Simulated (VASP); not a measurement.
# Pb3O (Fm-3m) in VASP: single point with PBE

Aim: the single point of Pb3O with PBE.

All numbers are computed with VASP 6.6.1; they aren't measurements. Logs are shortened: lines on timing, memory, paths and dates and some standing lists are left out, and cuts for length are marked.

**1. The cell of the first run**

The structure is cubic, space group Fm-3m (No. 225). The conventional cell has a = 7.376 Å, b = 7.376 Å, c = 7.376 Å, α = 90.00°, β = 90.00°, γ = 90.00°. Pb (site symmetry m-3m) has 8 Pb at 3.19 Å and 6 O at 3.69 Å within 4.2 Å. Within 4.2 Å of Pb (site symmetry -43m) lie 10 Pb at 3.19 to 3.69 Å and 4 O at 3.19 Å. Within 4.2 Å of O (site symmetry m-3m) lie 14 Pb at 3.19 to 3.69 Å.

The cell was built from a structure type or drawn by symmetry, and may not be a known phase.

**2. Single point, PBE**

Contents of INCAR:

```
SYSTEM = Pb3O
PREC = Accurate ; ENCUT = 600
EDIFF = 1E-6 ; ISMEAR = 0
SIGMA = 0.1 ; LREAL = .False.
LASPH = .True. ; NELM = 120
ALGO = Normal ; ISIF = 2
LWAVE = .False. ; LCHARG = .False.
GGA = PE ; NBANDS = 32
GGA_COMPAT = .False.
```

Contents of KPOINTS:

```
regular mesh
0
Gamma
  4 4 4
  0 0 0
```

Contents of POSCAR:

```
Pb3O
1.0
    0.0000000000      3.6881766700      3.6881766700
    3.6881766700      0.0000000000      3.6881766700
    3.6881766700      3.6881766700      0.0000000000
Pb O
3 1
Direct
    0.5000000000      0.5000000000      0.5000000000
    0.2500000000      0.2500000000      0.2500000000
    0.7500000000      0.7500000000      0.7500000000
    0.0000000000      0.0000000000      0.0000000000
```

Potentials or basis: VASP PAW PBE potentials, release 64 (Pb_d, O).

On the command line:

```
cat potpaw_PBE.64/Pb_d/POTCAR potpaw_PBE.64/O/POTCAR > POTCAR
mpirun -np 1 vasp_std > vasp.out
```

OUTCAR:

```text
SYSTEM = Pb3O
   PREC = Accurate
   ENCUT = 600
   EDIFF = 1E-6
   ISMEAR = 0
   LREAL = .False.
   LASPH = .True.
   NELM = 120
   ISIF = 2
   GGA = PE

 ion  position               nearest neighbor table
   1  0.500  0.500  0.500-   2 3.19   2 3.19   2 3.19   2 3.19   3 3.19   3 3.19   3 3.19   3 3.19

   2  0.250  0.250  0.250-   1 3.19   1 3.19   1 3.19   1 3.19   3 3.69   3 3.69   3 3.69   3 3.69
                             3 3.69   3 3.69
   3  0.750  0.750  0.750-   1 3.19   1 3.19   1 3.19   1 3.19   2 3.69   2 3.69   2 3.69   2 3.69
                             2 3.69   2 3.69
   4  0.000  0.000  0.000-

  LATTYP: Found a face centered cubic cell.
 ALAT       =     7.3763533400

  Lattice vectors:

 A1 = (   0.0000000000,   3.6881766700,   3.6881766700)
 A2 = (   3.6881766700,   0.0000000000,   3.6881766700)
 A3 = (   3.6881766700,   3.6881766700,   0.0000000000)

Analysis of symmetry for initial positions (statically):
=====================================================================
 Subroutine PRICEL returns:
 Original cell was already a primitive cell.

 Routine SETGRP: Setting up the symmetry group for a
 face centered cubic supercell.

 Subroutine GETGRP returns: Found 48 space group operations
 (whereof 48 operations were pure point group operations)
 out of a pool of 48 trial point group operations.

The static configuration has the point symmetry O_h .

Analysis of symmetry for dynamics (positions and initial velocities):
=====================================================================
 Subroutine PRICEL returns:
 Original cell was already a primitive cell.

 Routine SETGRP: Setting up the symmetry group for a
 face centered cubic supercell.

 Subroutine GETGRP returns: Found 48 space group operations
 (whereof 48 operations were pure point group operations)
 out of a pool of 48 trial point group operations.

The dynamic configuration has the point symmetry O_h .

 Subroutine INISYM returns: Found 48 space group operations
 (whereof 48 operations are pure point group operations),
 and found     1 'primitive' translations

----------------------------------------------------------------------------------------

                                     Primitive cell

  volume of cell :     100.3379

  direct lattice vectors                    reciprocal lattice vectors
     0.000000000  3.688176670  3.688176670    -0.135568343  0.135568343  0.135568343
     3.688176670  0.000000000  3.688176670     0.135568343 -0.135568343  0.135568343
     3.688176670  3.688176670  0.000000000     0.135568343  0.135568343 -0.135568343

  length of vectors
     5.215869467  5.215869467  5.215869467     0.234811258  0.234811258  0.234811258

  position of ions in fractional coordinates (direct lattice)
     0.500000000  0.500000000  0.500000000
     0.250000000  0.250000000  0.250000000
     0.750000000  0.750000000  0.750000000
     0.000000000  0.000000000  0.000000000

  ion indices of the primitive-cell ions
   primitive index   ion index
                 1           1
                 2           2
                 3           3
                 4           4

----------------------------------------------------------------------------------------

 KPOINTS: regular mesh

Automatic generation of k-mesh.
 Grid dimensions read from file:
 generate k-points for:    4    4    4

 Generating k-lattice:

  Cartesian coordinates                     Fractional coordinates (reciprocal lattice)
    -0.033892086  0.033892086  0.033892086     0.250000000  0.000000000  0.000000000
     0.033892086 -0.033892086  0.033892086     0.000000000  0.250000000  0.000000000
     0.033892086  0.033892086 -0.033892086     0.000000000  0.000000000  0.250000000

  Length of vectors
     0.058702815  0.058702815  0.058702815

  Shift w.r.t. Gamma in fractional coordinates (k-lattice)
     0.000000000  0.000000000  0.000000000

 Subroutine IBZKPT returns following result:
 ===========================================

 Found      8 irreducible k-points:

 Following reciprocal coordinates:
            Coordinates               Weight
  0.000000  0.000000  0.000000      1.000000
  0.250000  0.000000  0.000000      8.000000
  0.500000  0.000000  0.000000      4.000000
  0.250000  0.250000  0.000000      6.000000
  0.500000  0.250000  0.000000     24.000000
 -0.250000  0.250000  0.000000     12.000000
  0.500000  0.500000  0.000000      3.000000
 -0.250000  0.500000  0.250000      6.000000
   k-points           NKPTS =      8   k-points in BZ     NKDIM =      8   number of bands    NBANDS=     32
   number of dos      NEDOS =    301   number of ions     NIONS =      4
   total plane-waves  NPLWV =  74088
   dimension x,y,z NGX =    42 NGY =   42 NGZ =   42
   dimension x,y,z NGXF=    84 NGYF=   84 NGZF=   84
   ions per type =               3   1
   NGX,Y,Z   is equivalent  to a cutoff of  13.39, 13.39, 13.39 a.u.
   NGXF,Y,Z  is equivalent  to a cutoff of  26.77, 26.77, 26.77 a.u.
 SYSTEM =  Pb3O
   PREC   = accura    normal or accurate (medium, high low for compatibility)
   ISTART =      0    job   : 0-new  1-cont  2-samecut
   ICHARG =      2    charge: 1-file 2-atom 10-const
   ISPIN  =      1    spin polarized calculation?
   LNONCOLLINEAR =      F non collinear calculations
   LSORBIT =      F    spin-orbit coupling
   LASPH  =      T    aspherical Exc in radial PAW
   ENCUT  =  600.0 eV  44.10 Ry    6.64 a.u.  10.42 10.42 10.42*2*pi/ulx,y,z
   NELM   =    120;   NELMIN=  2; NELMDL= -5     # of ELM steps
   EDIFF  = 0.1E-05   stopping-criterion for ELM
   LREAL  =      F    real-space projection
[... 7 lines left out ...]
   TEBEG  =    0.0;   TEEND  =   0.0 temperature during run
   PSTRESS=    0.0 pullay stress
   NELECT =      48.0000    total number of electrons
   NUPDOWN=      -1.0000    fix difference up-down
   EMIN   =  10.00;   EMAX   =-10.00  energy-range for DOS
   EFERMI =   0.00;   METHOD = LEGACY
   ISMEAR =     0;   SIGMA  =   0.10  broadening in eV -4-tet -1-fermi 0-gaus
   EFERMI_NEDOS =   21; number of points for ismear=-14 and -15
   IALGO  =     38    algorithm
   IMIX   =      4    mixing-type and parameters
     AMIX     =   0.40;   BMIX     =  1.00
     AMIX_MAG =   1.60;   BMIX_MAG =  1.00
  volume/ion in A,a.u.               =      25.08       169.28
  Fermi-wavevector in a.u.,A,eV,Ry     =   1.280364  2.419538 22.304473  1.639333
  Thomas-Fermi vector in A             =   2.412796
   LORBIT       =      0    0 simple, 1 ext, 2 COOP (PROOUT), +10 PAW based schemes
   GGA     = PE    functional components
   LHFCALC =     F    Hartree Fock is set to
   AEXX    =    0.0000 exact exchange contribution
   IVDW    =     0    specifies the selected vdW correction
   LEPSILON=     F    determine dielectric tensor
   LRPA    =     F    only Hartree local field effects (RPA)
 non-spin polarized calculation
 Gauss-broadening in eV      SIGMA  =   0.10
  energy-cutoff  :      600.00
  volume of cell :      100.34
 maximum number of plane-waves:      3383
 NGX is ok and might be reduce to    42
   NGX = 21   NGY = 21   NGZ = 21

 number of electron      48.0000000 magnetization

 Free energy of the ion-electron system (eV)
  ---------------------------------------------------
  ext. energy  EPLUGINS =         0.00000000
  ---------------------------------------------------
  free energy    TOTEN  =       -15.04505394 eV

  energy without entropy =      -15.03993405  energy(sigma->0) =      -15.04249400

 E-fermi :   6.3015     XC(G=0): -10.1811

 val. band max:        6.2993337202   @ k =   0.5000   0.0000   0.0000
 cond. band min:       6.4662449921   @ k =  -0.2500   0.2500   0.0000
 fundamental gap:      0.1669112719
 Fermi energy:         6.3014777134

 k-point     1 :       0.0000    0.0000    0.0000
  band No.  band energies     occupation
      1     -10.9645      2.00000
      2     -10.9645      2.00000
      3     -10.9143      2.00000
      4     -10.9143      2.00000
      5     -10.9143      2.00000
      6     -10.7983      2.00000
[... 24 lines left out ...]
     31      11.8247      0.00000
     32      12.6487      0.00000

 k-point     2 :       0.2500    0.0000    0.0000
  band No.  band energies     occupation
      1     -10.9529      2.00000
      2     -10.9529      2.00000
      3     -10.9464      2.00000
      4     -10.9112      2.00000
      5     -10.9112      2.00000
      6     -10.7687      2.00000
[... 24 lines left out ...]
     31      11.3172      0.00000
     32      14.4422      0.00000

 k-point     3 :       0.5000    0.0000    0.0000
  band No.  band energies     occupation
      1     -10.9825      2.00000
      2     -10.9825      2.00000
      3     -10.9240      2.00000
      4     -10.8171      2.00000
      5     -10.8171      2.00000
      6     -10.7562      2.00000
[... 24 lines left out ...]
     31      12.6971      0.00000
     32      15.3163      0.00000

 k-point     4 :       0.2500    0.2500    0.0000
  band No.  band energies     occupation
      1     -10.9755      2.00000
      2     -10.9755      2.00000
      3     -10.9186      2.00000
      4     -10.9010      2.00000
      5     -10.8908      2.00000
      6     -10.8160      2.00000
[... 24 lines left out ...]
     31      11.9439      0.00000
     32      13.1247      0.00000

 k-point     5 :       0.5000    0.2500    0.0000
  band No.  band energies     occupation
      1     -10.9924      2.00000
      2     -10.9803      2.00000
      3     -10.9280      2.00000
      4     -10.8655      2.00000
      5     -10.8430      2.00000
      6     -10.7678      2.00000
[... 24 lines left out ...]
     31      12.1653      0.00000
     32      14.8963      0.00000

 k-point     6 :      -0.2500    0.2500    0.0000
  band No.  band energies     occupation
      1     -10.9891      2.00000
      2     -10.9706      2.00000
      3     -10.9367      2.00000
      4     -10.8727      2.00000
      5     -10.8314      2.00000
      6     -10.7717      2.00000
[... 24 lines left out ...]
     31      12.9071      0.00000
     32      14.8875      0.00000

 k-point     7 :       0.5000    0.5000    0.0000
  band No.  band energies     occupation
      1     -10.9987      2.00000
      2     -10.9987      2.00000
      3     -10.9210      2.00000
      4     -10.9042      2.00000
      5     -10.8541      2.00000
      6     -10.7375      2.00000
[... 24 lines left out ...]
     31      12.1832      0.00000
     32      14.5109      0.00000

 k-point     8 :      -0.2500    0.5000    0.2500
  band No.  band energies     occupation
      1     -10.9888      2.00000
      2     -10.9600      2.00000
      3     -10.9600      2.00000
      4     -10.8639      2.00000
      5     -10.8207      2.00000
      6     -10.7924      2.00000
[... 24 lines left out ...]
     31      11.8084      0.00000
     32      15.1138      0.00000

------------------------ aborting loop because EDIFF is reached ----------------------------------------

  FORCE on cell =-STRESS in cart. coord.  units (eV):
  Direction    XX          YY          ZZ          XY          YZ          ZX
  --------------------------------------------------------------------------------------
  -------------------------------------------------------------------------------------
  Total       -0.6857422     -0.6857422     -0.6857422     -0.0000000      0.0000000     -0.0000000
  in kB      -10.9498039    -10.9498039    -10.9498039     -0.0000000      0.0000000     -0.0000000
  external PRESSURE =     -10.9498039 kB  Pullay stress =       0.0000000 kB

 VOLUME and BASIS-vectors are now :
 -----------------------------------------------------------------------------
  energy-cutoff  :      600.00
  volume of cell :      100.34
      direct lattice vectors                 reciprocal lattice vectors
     0.000000000  3.688176670  3.688176670    -0.135568343  0.135568343  0.135568343
     3.688176670  0.000000000  3.688176670     0.135568343 -0.135568343  0.135568343
     3.688176670  3.688176670  0.000000000     0.135568343  0.135568343 -0.135568343

 POSITION                                       TOTAL-FORCE (eV/Angst)
 -----------------------------------------------------------------------------------
      3.68818      3.68818      3.68818         0.000000     -0.000000     -0.000000
      1.84409      1.84409      1.84409        -0.000000     -0.000000      0.000000
      5.53227      5.53227      5.53227         0.000000      0.000000     -0.000000
      0.00000      0.00000      0.00000         0.000000     -0.000000     -0.000000
 -----------------------------------------------------------------------------------
    total drift:                               -0.000000     -0.000000      0.000000

  FREE ENERGIE OF THE ION-ELECTRON SYSTEM (eV)
  ---------------------------------------------------
  free  energy   TOTEN  =       -15.0450539387 eV

  energy  without entropy=      -15.0399340530  energy(sigma->0) =      -15.04249400
```

It took 100 s on 1 thread of AMD EPYC 7R43 (Zen 3), shared host; peak memory 0.21 GiB.

Results:

```yaml
Free_energy: -15.0451 eV
Pressure: -1.1 GPa
Band_gap_on_the_k_mesh: zero (bands 24 and 25 overlap by 0.78 eV)
```

Levels at points of the mesh, in eV from the Fermi level:
| k point | band 22 | band 23 | band 24 | band 25 | band 26 | band 27 |
| --- | --- | --- | --- | --- | --- | --- |
| (0.00, 0.00, 0.00) | -1.55 | -0.42 | -0.42 | -0.42 | -0.19 | -0.19 |
| (0.50, 0.00, 0.00) | -1.66 | -1.66 | -0.93 | 0.00 | 1.80 | 1.80 |
| (0.50, 0.50, 0.00) | -0.75 | -0.14 | -0.14 | 0.38 | 3.37 | 4.00 |

Caveat: the k points lie up to 0.37 Å⁻¹ apart, too coarse for converged energies and pressures of a metal; semilocal functionals underestimate gaps, so a narrow gap can read as zero; spin-orbit coupling is left out, which moves the levels of the heavy elements.
